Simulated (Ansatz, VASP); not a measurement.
**Two plane-wave programs on Mg3BiSb**

```xyz
5
Lattice="4.6504 0.0000 0.0000 -2.3252 4.0274 0.0000 0.0000 0.0000 7.3620" Properties=species:S:1:pos:R:3 pbc="T T T"
Mg    0.0000    0.0000    0.0404
Mg    0.0000    2.6849    2.6895
Mg    2.3252    1.3425    4.6007
Sb    2.3252    1.3425    1.6575
Bi    0.0000    2.6849    5.7358
```

Alike in both runs: functional PBE; k mesh 12 × 12 × 6; occupations gaussian, width 0.01 eV; no spin polarisation.

Ansatz relaxed the structure, and its values are those at the end. VASP's run is a single point on that final structure, the one shown.

```csv
,VASP,Ansatz
version,VASP 6.6.1,Ansatz 0.2.0
potentials or method,"VASP PAW PBE potentials, release 64 (Mg, Sb, Bi_d), cutoff 520 eV","scalar-relativistic, plane waves, PAW"
valence electrons in the cell,26,60
```

Ansatz gave:

* gap on the k mesh at the Fermi level (eV): none
* pressure (GPa): 0.0
* rms of the force components (eV/Å): 0.002

Q: Estimate VASP's values.

A: gap on the k mesh at the Fermi level (eV): none; pressure (GPa): 0.0; rms of the force components (eV/Å): 0.007.

A gap of «none» marks a metal or a gap that the smearing closes. With one functional, cell and mesh, what is left measures potentials, basis and numerics. VASP's potentials hold 26 valence electrons a cell and Ansatz's 60, so a difference there can come from the potentials and not from the codes.

Neither program's run includes spin-orbit coupling.
